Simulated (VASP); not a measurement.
# AlO2 (Cmcm) in VASP: a series of runs, part 2 of 2

VASP 6.6.1. Earlier steps stand in the parts before.

**4. Single point, PBEsol**

INCAR reads:

```
SYSTEM = AlO2
ALGO     = Normal         ! electronic algorithm
EDIFF    = 1E-7           ! SCF threshold, eV
ENCUT    = 520            ! plane-wave cutoff, eV
GGA      = PS             ! functional
ISIF     = 2              ! what is computed and relaxed
ISMEAR   = -1             ! smearing method
LASPH    = .True.         ! aspherical terms in the spheres
LCHARG   = .False.        ! write CHGCAR
LREAL    = .False.        ! projectors in reciprocal space
LWAVE    = .False.        ! write WAVECAR
NBANDS   = 24             ! bands
NELM     = 80             ! most SCF steps
PREC     = Accurate       ! precision mode
SIGMA    = 0.05           ! smearing width, eV
```

KPOINTS reads:

```
k-points
0
Gamma
  9 9 7
  0 0 0
```

POSCAR reads:

```
AlO2
1.0
    1.4566408418     -4.9241172278      0.0000000000
    1.4566408418      4.9241172278      0.0000000000
    0.0000000000      0.0000000000      3.5922002828
Al O
2 4
Direct
    0.6616676648      0.3383323352      0.7500000000
    0.3383323352      0.6616676648      0.2500000000
    0.0282779932      0.9717220068      0.7500000000
    0.9717220068      0.0282779932      0.2500000000
    0.2950796360      0.7049203640      0.7500000000
    0.7049203640      0.2950796360      0.2500000000
```

Potentials or basis: VASP PAW PBE potentials, release 64 (Al, O).

Run with:

```bash
$ cat potpaw_PBE.64/Al/POTCAR potpaw_PBE.64/O/POTCAR > POTCAR
$ mpirun -np 1 vasp_std > vasp.out
```

OUTCAR:

```text
SYSTEM = AlO2
   EDIFF = 1E-7
   ENCUT = 520
   GGA = PS
   ISIF = 2
   ISMEAR = -1
   LASPH = .True.
   LREAL = .False.
   NELM = 80
   PREC = Accurate

 ion  position               nearest neighbor table
   1  0.662  0.338  0.750-   6 1.85   6 1.85   3 1.96   3 1.96   5 1.96   5 1.96   2 2.89   2 2.89
                             2 2.89   2 2.89
   2  0.338  0.662  0.250-   5 1.85   5 1.85   4 1.96   4 1.96   6 1.96   6 1.96   1 2.89   1 2.89
                             1 2.89   1 2.89
   3  0.028  0.972  0.750-   4 1.88   4 1.88   1 1.96   1 1.96
   4  0.972  0.028  0.250-   3 1.88   3 1.88   2 1.96   2 1.96
   5  0.295  0.705  0.750-   2 1.85   2 1.85   1 1.96   1 1.96
   6  0.705  0.295  0.250-   1 1.85   1 1.85   2 1.96   2 1.96
[... 859 lines left out ...]
  Total        0.0313557     -0.0260908      0.0099319      0.0000000     -0.0000000      0.0000000
  in kB        0.9748908     -0.8111986      0.3087955      0.0000000     -0.0000000      0.0000000
  external PRESSURE =       0.1574959 kB  Pullay stress =       0.0000000 kB

 VOLUME and BASIS-vectors are now :
 -----------------------------------------------------------------------------
  energy-cutoff  :      520.00
  volume of cell :       51.53
      direct lattice vectors                 reciprocal lattice vectors
     1.456640842 -4.924117228  0.000000000     0.343255513 -0.101541043  0.000000000
     1.456640842  4.924117228  0.000000000     0.343255513  0.101541043  0.000000000
     0.000000000  0.000000000  3.592200283     0.000000000  0.000000000  0.278380915

 POSITION                                       TOTAL-FORCE (eV/Angst)
 -----------------------------------------------------------------------------------
      1.45664     -1.59214      2.69415         0.000000      0.008196     -0.000000
      1.45664      1.59214      0.89805         0.000000     -0.008196     -0.000000
      1.45664      4.64563      2.69415         0.000000      0.000086      0.000000
      1.45664     -4.64563      0.89805         0.000000     -0.000086      0.000000
      1.45664      2.01810      2.69415         0.000000     -0.003535      0.000000
      1.45664     -2.01810      0.89805         0.000000      0.003535      0.000000
 -----------------------------------------------------------------------------------
    total drift:                                0.000000      0.000000     -0.000000

  FREE ENERGIE OF THE ION-ELECTRON SYSTEM (eV)
  ---------------------------------------------------
  free  energy   TOTEN  =       -42.5441087853 eV

  energy  without entropy=      -42.5441017323  energy(sigma->0) =      -42.54410526
```

OSZICAR:

```text
N       E                     dE             d eps       ncg     rms          rms(c)
DAV:   1     0.117526372945E+03    0.11753E+03   -0.16067E+04  4800   0.119E+03
DAV:   2    -0.394043403055E+02   -0.15693E+03   -0.15088E+03  6304   0.256E+02
DAV:   3    -0.459650699106E+02   -0.65607E+01   -0.65322E+01  6320   0.513E+01
DAV:   4    -0.460091269984E+02   -0.44057E-01   -0.44053E-01  5136   0.487E+00
DAV:   5    -0.460096140985E+02   -0.48710E-03   -0.48709E-03  6160   0.504E-01    0.118E+01
DAV:   6    -0.426461495015E+02    0.33635E+01   -0.82519E+00  5792   0.226E+01    0.475E+00
DAV:   7    -0.425867470535E+02    0.59402E-01   -0.71501E-01  5880   0.544E+00    0.258E+00
DAV:   8    -0.425482563462E+02    0.38491E-01   -0.10889E-01  5768   0.257E+00    0.571E-01
DAV:   9    -0.425435660608E+02    0.46903E-02   -0.19716E-02  6312   0.158E+00    0.241E-01
DAV:  10    -0.425441769788E+02   -0.61092E-03   -0.45917E-03  5088   0.460E-01    0.176E-01
DAV:  11    -0.425440934147E+02    0.83564E-04   -0.80362E-04  5984   0.263E-01    0.445E-02
DAV:  12    -0.425441077045E+02   -0.14290E-04   -0.84294E-05  5744   0.779E-02    0.949E-03
DAV:  13    -0.425441090223E+02   -0.13178E-05   -0.75867E-06  5632   0.202E-02    0.539E-03
DAV:  14    -0.425441087340E+02    0.28831E-06   -0.94330E-07  6032   0.700E-03    0.930E-04
DAV:  15    -0.425441087853E+02   -0.51320E-07   -0.58823E-08  3048   0.199E-03
   1 F= -.42544109E+02 E0= -.42544105E+02  d E =-.705302E-05
```

Wall time 93 s (1 thread of AMD EPYC 9R45 (Zen 5), shared host); peak memory 0.22 GiB.

What came out:

- Free energy: -42.5441 eV
- Pressure: 0.0 GPa
- Largest force: 0.008 eV/Å
- Band gap on the k mesh: 0.98 eV (least direct gap 1.05 eV)

Forces in eV/Å, atoms in the order of the input:
```
Al   0.000  0.008  0.000
Al   0.000 -0.008  0.000
O    0.000  0.000  0.000
O    0.000  0.000  0.000
O    0.000 -0.004  0.000
O    0.000  0.004  0.000
```

Caveat: the PAW data sets were made with another functional, which shifts forces and pressure a little.

**5. Relaxation of cell and atoms, PBEsol**

This run uses another cell than the first one, of 9.77 Å³/atom.

INCAR reads:

```
PREC = Accurate
ENCUT = 600
EDIFF = 1E-6
ISMEAR = -1
SIGMA = 0.05
LREAL = False
LASPH = True
NELM = 80
ALGO = Normal
ISIF = 3
LWAVE = False
LCHARG = False
GGA = PS
IBRION = 2
NSW = 60
EDIFFG = -0.01
```

KPOINTS reads:

```
Automatic mesh
0
Gamma
  9 9 7
```

POSCAR reads:

```
AlO2
1.0
    1.4881620000     -5.4028330000      0.0000000000
    1.4881620000      5.4028330000      0.0000000000
    0.0000000000      0.0000000000      3.6466120000
Al O
2 4
Direct
    0.6681330000      0.3318670000      0.7500000000
    0.3318670000      0.6681330000      0.2500000000
    0.0610720000      0.9389280000      0.7500000000
    0.9389280000      0.0610720000      0.2500000000
    0.2941840000      0.7058160000      0.7500000000
    0.7058160000      0.2941840000      0.2500000000
```

Potentials or basis: VASP PAW PBE potentials, release 64 (Al, O).

Run with:

```bash
$ cat potpaw_PBE.64/Al/POTCAR potpaw_PBE.64/O/POTCAR > POTCAR
$ mpirun -np 1 vasp_std > vasp.out
```

OUTCAR:

```text
PREC = Accurate
   ENCUT = 600
   EDIFF = 1E-6
   ISMEAR = -1
   LREAL = False
   LASPH = True
   NELM = 80
   ISIF = 3
   GGA = PS
   IBRION = 2
   NSW = 60
   EDIFFG = -0.01

 ion  position               nearest neighbor table
   1  0.668  0.332  0.750-   6 1.87   6 1.87   3 1.88   3 1.88   5 2.02   5 2.02   2 2.94   2 2.94
                             2 2.94   2 2.94
   2  0.332  0.668  0.250-   5 1.87   5 1.87   4 1.88   4 1.88   6 2.02   6 2.02   1 2.94   1 2.94
                             1 2.94   1 2.94
   3  0.061  0.939  0.750-   1 1.88   1 1.88
   4  0.939  0.061  0.250-   2 1.88   2 1.88
   5  0.294  0.706  0.750-   2 1.87   2 1.87   1 2.02   1 2.02
   6  0.706  0.294  0.250-   1 1.87   1 1.87   2 2.02   2 2.02

  LATTYP: Found a base centered orthorhombic cell.
 ALAT       =     2.9763240000
 B/A-ratio  =     3.6305408954
 C/A-ratio  =     1.2252066643

  Lattice vectors:

 A1 = (   1.4881620000,  -5.4028330000,   0.0000000000)
 A2 = (   1.4881620000,   5.4028330000,   0.0000000000)
 A3 = (   0.0000000000,   0.0000000000,   3.6466120000)

Analysis of symmetry for initial positions (statically):
=====================================================================
 Subroutine PRICEL returns:
 Original cell was already a primitive cell.

 Routine SETGRP: Setting up the symmetry group for a
 base centered orthorhombic supercell.

 Subroutine GETGRP returns: Found  8 space group operations
 (whereof  4 operations were pure point group operations)
 out of a pool of  8 trial point group operations.

The static configuration has the point symmetry C_2h.
 The point group associated with its full space group is D_2h.

Analysis of symmetry for dynamics (positions and initial velocities):
=====================================================================
 Subroutine PRICEL returns:
 Original cell was already a primitive cell.

 Routine SETGRP: Setting up the symmetry group for a
 base centered orthorhombic supercell.

 Subroutine GETGRP returns: Found  8 space group operations
 (whereof  4 operations were pure point group operations)
 out of a pool of  8 trial point group operations.

The dynamic configuration has the point symmetry C_2h.
 The point group associated with its full space group is D_2h.

 Subroutine INISYM returns: Found  8 space group operations
 (whereof  4 operations are pure point group operations),
 and found     1 'primitive' translations

----------------------------------------------------------------------------------------

                                     Primitive cell

  volume of cell :      58.6396

  direct lattice vectors                    reciprocal lattice vectors
     1.488162000 -5.402833000  0.000000000     0.335984926 -0.092544041  0.000000000
     1.488162000  5.402833000  0.000000000     0.335984926  0.092544041  0.000000000
     0.000000000  0.000000000  3.646612000     0.000000000  0.000000000  0.274227146

  length of vectors
     5.604036988  5.604036988  3.646612000     0.348497160  0.348497160  0.274227146

  position of ions in fractional coordinates (direct lattice)
     0.668133000  0.331867000  0.750000000
     0.331867000  0.668133000  0.250000000
     0.061072000  0.938928000  0.750000000
[... 77 lines left out ...]
   ICHARG =      2    charge: 1-file 2-atom 10-const
   ISPIN  =      1    spin polarized calculation?
   LNONCOLLINEAR =      F non collinear calculations
   LSORBIT =      F    spin-orbit coupling
   LASPH  =      T    aspherical Exc in radial PAW
   ENCUT  =  600.0 eV  44.10 Ry    6.64 a.u.  11.19 11.19  7.28*2*pi/ulx,y,z
   NELM   =     80;   NELMIN=  2; NELMDL= -5     # of ELM steps
   EDIFF  = 0.1E-05   stopping-criterion for ELM
   LREAL  =      F    real-space projection
   EDIFFG = -.1E-01   stopping-criterion for IOM
   NSW    =     60    number of steps for IOM
   IBRION =      2    ionic relax: 0-MD 1-quasi-New 2-CG
   NFREE  =      1    steps in history (QN), initial steepest desc. (CG)
   ISIF   =      3    stress and relaxation
   ISYM   =      2    0-nonsym 1-usesym 2-fastsym
   POTIM  = 0.5000    time-step for ionic-motion
   TEBEG  =    0.0;   TEEND  =   0.0 temperature during run
   PSTRESS=    0.0 pullay stress
   NELECT =      30.0000    total number of electrons
   NUPDOWN=      -1.0000    fix difference up-down
   EMIN   =  10.00;   EMAX   =-10.00  energy-range for DOS
   EFERMI =   0.00;   METHOD = LEGACY
   ISMEAR =    -1;   SIGMA  =   0.05  broadening in eV -4-tet -1-fermi 0-gaus
   EFERMI_NEDOS =   21; number of points for ismear=-14 and -15
   IALGO  =     38    algorithm
   IMIX   =      4    mixing-type and parameters
     AMIX     =   0.40;   BMIX     =  1.00
     AMIX_MAG =   1.60;   BMIX_MAG =  1.00
  volume/ion in A,a.u.               =       9.77        65.95
  Fermi-wavevector in a.u.,A,eV,Ry     =   1.309337  2.474288 23.325334  1.714364
  Thomas-Fermi vector in A             =   2.439943
   LORBIT       =      0    0 simple, 1 ext, 2 COOP (PROOUT), +10 PAW based schemes
   GGA     = PS    functional components
   LHFCALC =     F    Hartree Fock is set to
   AEXX    =    0.0000 exact exchange contribution
   IVDW    =     0    specifies the selected vdW correction
   LEPSILON=     F    determine dielectric tensor
   LRPA    =     F    only Hartree local field effects (RPA)
 conjugate gradient relaxation of ions
 non-spin polarized calculation
  energy-cutoff  :      600.00
  volume of cell :       58.64
 maximum number of plane-waves:      1973
 NGX is ok and might be reduce to    48
   NGX = 23   NGY = 23   NGZ = 15

--------------------------------------- Ionic step        1  -------------------------------------------

 number of electron      29.9999997 magnetization

 Free energy of the ion-electron system (eV)
  ---------------------------------------------------
  ext. energy  EPLUGINS =         0.00000000
  ---------------------------------------------------
  free energy    TOTEN  =       -41.63699179 eV

  energy without entropy =      -41.59776344  energy(sigma->0) =      -41.61737762

------------------------ aborting loop because EDIFF is reached ----------------------------------------

  FORCE on cell =-STRESS in cart. coord.  units (eV):
  Direction    XX          YY          ZZ          XY          YZ          ZX
  --------------------------------------------------------------------------------------
  -------------------------------------------------------------------------------------
  Total       -2.3437963     -2.5473914     -1.8621625      0.0000000     -0.0000000      0.0000000
  in kB      -64.0382033    -69.6009152    -50.8787990      0.0000000     -0.0000000      0.0000000
  external PRESSURE =     -61.5059725 kB  Pullay stress =       0.0000000 kB
[... 101 lines left out ...]
  FREE ENERGIE OF THE ION-ELECTRON SYSTEM (eV)
  ---------------------------------------------------
  free  energy   TOTEN  =       -41.7470659779 eV

  energy  without entropy=      -41.7130606790  energy(sigma->0) =      -41.73006333

[... ionic steps 4 to 14 ...]

--------------------------------------- Ionic step       15  -------------------------------------------

 number of electron      30.0000001 magnetization

------------------------ aborting loop because EDIFF is reached ----------------------------------------
[... 75 lines left out ...]
--------------------------------------- Ionic step       17  -------------------------------------------

 number of electron      30.0000001 magnetization

 Free energy of the ion-electron system (eV)
  ---------------------------------------------------
  ext. energy  EPLUGINS =         0.00000000
  ---------------------------------------------------
  free energy    TOTEN  =       -42.57750379 eV

  energy without entropy =      -42.57749686  energy(sigma->0) =      -42.57750033

 E-fermi :   6.2176     XC(G=0): -11.8596

 val. band max:        5.7119580297   @ k =   0.2222   0.1111   0.4286
 cond. band min:       6.6924895424   @ k =   0.0000   0.0000   0.4286
 fundamental gap:      0.9805315126
 Fermi energy:         6.2175919029

 k-point     1 :       0.0000    0.0000    0.0000
  band No.  band energies     occupation
      1     -14.4901      2.00000
      2     -12.7102      2.00000
      3     -10.5577      2.00000
      4      -9.8483      2.00000
      5      -1.1367      2.00000
      6      -0.1205      2.00000
[... 505 lines left out ...]
      6      -0.2480      2.00000
[... 11 lines left out ...]
     18      14.0761      0.00000
     19      15.6719      0.00000

 [... further k-points ...]

------------------------ aborting loop because EDIFF is reached ----------------------------------------

  FORCE on cell =-STRESS in cart. coord.  units (eV):
  Direction    XX          YY          ZZ          XY          YZ          ZX
  --------------------------------------------------------------------------------------
  -------------------------------------------------------------------------------------
  Total       -0.0383534     -0.0120864     -0.0292871      0.0000000      0.0000000      0.0000000
  in kB       -1.1940131     -0.3762714     -0.9117630      0.0000000      0.0000000      0.0000000
  external PRESSURE =      -0.8273492 kB  Pullay stress =       0.0000000 kB
[... 21 lines left out ...]
  FREE ENERGIE OF THE ION-ELECTRON SYSTEM (eV)
  ---------------------------------------------------
  free  energy   TOTEN  =       -42.5775037893 eV

  energy  without entropy=      -42.5774968648  energy(sigma->0) =      -42.57750033

 reached required accuracy - stopping structural energy minimisation
```

OSZICAR:

```text
N       E                     dE             d eps       ncg     rms          rms(c)
DAV:   1     0.165893254394E+03    0.16589E+03   -0.17781E+04  3800   0.167E+03
DAV:   2    -0.360723998373E+02   -0.20197E+03   -0.19854E+03  5386   0.315E+02
DAV:   3    -0.445967768042E+02   -0.85244E+01   -0.84647E+01  4385   0.714E+01
DAV:   4    -0.446824467292E+02   -0.85670E-01   -0.85546E-01  4422   0.794E+00
[... 143 lines left out ...]
DAV:   4    -0.425774969625E+02    0.69109E-06   -0.19090E-06  2859   0.124E-02
  16 F= -.42577497E+02 E0= -.42577493E+02  d E =-.124397E-03
       N       E                     dE             d eps       ncg     rms          rms(c)
DAV:   1    -0.425775046696E+02   -0.70160E-05   -0.28128E-03  3800   0.445E-01    0.198E-02
DAV:   2    -0.425775042637E+02    0.40590E-06   -0.63834E-05  4644   0.632E-02    0.661E-03
DAV:   3    -0.425775037893E+02    0.47434E-06   -0.14709E-06  2760   0.114E-02
  17 F= -.42577504E+02 E0= -.42577500E+02  d E =-.131224E-03
```

CONTCAR:

```text
AlO2
   1.00000000000000
     1.4565338005967838   -4.9200705746497384    0.0000000000000000
     1.4565338005967838    4.9200705746497384   -0.0000000000000000
     0.0000000000000000   -0.0000000000000000    3.5907374980872770
  Al              O
     2     4
Direct
     0.6616176322000539    0.3383823677999462    0.7500000000000000
     0.3383823677999462    0.6616176322000539    0.2500000000000000
     0.0282726074835224    0.9717273925164777    0.7500000000000000
     0.9717273925164777    0.0282726074835224    0.2500000000000000
     0.2951390870918073    0.7048609129081925    0.7500000000000000
     0.7048609129081925    0.2951390870918073    0.2500000000000000

  0.00000000E+00  0.00000000E+00  0.00000000E+00
  0.00000000E+00  0.00000000E+00  0.00000000E+00
  0.00000000E+00  0.00000000E+00  0.00000000E+00
  0.00000000E+00  0.00000000E+00  0.00000000E+00
  0.00000000E+00  0.00000000E+00  0.00000000E+00
  0.00000000E+00  0.00000000E+00  0.00000000E+00
```

Run time: 15 min. Hardware: 1 thread of AMD EPYC 9R45 (Zen 5), shared host; peak memory 0.3 GiB.

What came out:

```yaml
Free_energy: -42.5775 eV
Relaxed_volume: 8.58 Å³/atom
Relaxed_cell: a = 5.131 Å, b = 5.131 Å, c = 3.591 Å, α = 90.00°, β = 90.00°, γ = 147.02°
Space_group_after_relaxing_to_0.1_Å: Cmcm (No. 63)
Energy_gained_by_relaxing: 156.8 meV/atom
Ionic_steps: 17
Pressure_after_relaxing: -0.1 GPa
Largest_force_after_relaxing: 0.006 eV/Å
Band_gap_on_the_k_mesh: 0.98 eV (least direct gap 1.05 eV)
```

Forces in eV/Å, atoms in the order of the input:
```
Al   0.000 -0.001  0.000
Al   0.000  0.001  0.000
O    0.000  0.006  0.000
O    0.000 -0.006  0.000
O    0.000  0.000  0.000
O    0.000  0.000  0.000
```

Step by step:
```
step  energy change (eV)  largest force (eV/Å)  pressure (GPa)  volume (Å³)
   1              0.0000                0.6513           -6.15        58.64
   2             -0.1050                1.2512            2.32        55.51
   3             -0.1101                1.4378            5.23        54.62
   4             -0.1765                1.6204            6.04        53.99
   5             -0.4199                2.0754            8.71        52.11
   6             -0.7328                0.8281           16.67        48.48
   7             -0.8411                0.2916           10.31        49.04
   8             -0.8483                0.4995            8.35        49.22
   9             -0.8940                0.2739            5.42        49.90
  10             -0.9290                0.2992           -0.80        51.52
  11             -0.9299                0.2522           -0.04        51.30
  12             -0.9364                0.1323           -0.15        51.40
  13             -0.9392                0.0936           -0.24        51.52
  14             -0.9399                0.0582           -0.08        51.48
  15             -0.9404                0.0513            0.18        51.42
  16             -0.9405                0.0165           -0.03        51.45
  17             -0.9405                0.0062           -0.08        51.46
```

Final structure:
```
CELL_PARAMETERS angstrom
1.45653 -4.92007 0.00000
1.45653 4.92007 0.00000
0.00000 0.00000 3.59074
ATOMIC_POSITIONS crystal
Al 0.66162 0.33838 0.75000
Al 0.33838 0.66162 0.25000
O 0.02827 0.97173 0.75000
O 0.97173 0.02827 0.25000
O 0.29514 0.70486 0.75000
O 0.70486 0.29514 0.25000
```

Caveat: the PAW data sets were made with another functional, which shifts forces and pressure a little. A k mesh can miss the band edges.

**6. Summary**

```tsv
task	cell	cutoff (eV)	gap on the mesh (eV)	pressure (GPa)	largest force (eV/Å)
single point	a = 5.136, b = 5.136, c = 3.592 Å, angles 90.0, 90.0, 147.0°, 6 atoms, atomic positions A	520	0.98	0.1	0.02
single point	a = 5.134, b = 5.134, c = 3.594 Å, angles 90.0, 90.0, 147.0°, 6 atoms, atomic positions B	520	0.98	-0.1	0.02
single point	a = 5.135, b = 5.135, c = 3.592 Å, angles 90.0, 90.0, 147.0°, 6 atoms, atomic positions C	520	0.98	0.0	0.01
relaxation of cell and atoms	relaxed from a = 5.604, b = 5.604, c = 3.647 Å, angles 90.0, 90.0, 149.2°, 6 atoms, atomic positions D	600	0.98	-0.1	0.01
```

Alike in all rows: level PBEsol; potentials or basis VASP PAW PBE potentials, release 64 (Al, O); no spin polarisation; k mesh 9 × 9 × 7; smearing fermi-dirac 0.05 eV.

Caveats: the PAW data sets were made with another functional, which shifts forces and pressure a little.

Absolute energies hang on the potentials; compare differences alone.
